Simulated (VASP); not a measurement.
A run of VASP 6.6.1 is set up as follows.

INCAR

```
SYSTEM = SnSe5
PREC = Accurate ; ENCUT = 520
EDIFF = 1E-6 ; ISMEAR = 0
SIGMA = 0.1 ; LREAL = .False.
LASPH = .True. ; NELM = 100
ALGO = Normal ; ISIF = 2
LWAVE = .False. ; LCHARG = .False.
GGA = PE ; NBANDS = 31
```

KPOINTS

```
Automatic mesh
0
Gamma
  12 12 8
  0 0 0
```

The input POSCAR:

```
SnSe5
1.0
    5.6043558872      0.0000000000      0.0000000000
   -2.8021779436      4.8535145702      0.0000000000
    0.0000000000      0.0000000000      5.7464207692
Sn Se
1 5
Direct
    0.0000000000      0.0000000000      0.0000000000
    0.3333333333      0.6666666667      0.1966703254
    0.6666666667      0.3333333333      0.1966703254
    0.6666666667      0.3333333333      0.8033296746
    0.3333333333      0.6666666667      0.8033296746
    0.0000000000      0.0000000000      0.5000000000
```

Potentials or basis: VASP PAW PBE potentials, release 64 (Sn_d, Se).

Launch:

```bash
$ cat potpaw_PBE.64/Sn_d/POTCAR potpaw_PBE.64/Se/POTCAR > POTCAR
$ mpirun -np 1 vasp_std > vasp.out
```

Q: Estimate the largest force.

A: 0.042 eV/Å.

Q: What does it give for the band gap on the k mesh?

A: Zero (bands 22 and 23 overlap by 0.76 eV).

Q: What does it give for the pressure?

A: 0.1 GPa.

Stress tensor (GPa, compression positive):
```
-0.01  0.00  0.00
 0.00 -0.01  0.00
 0.00  0.00  0.20
```

Caveat: semilocal functionals underestimate gaps, and a narrow one can read as zero; spin-orbit coupling is left out, which moves the levels of the heavy elements.
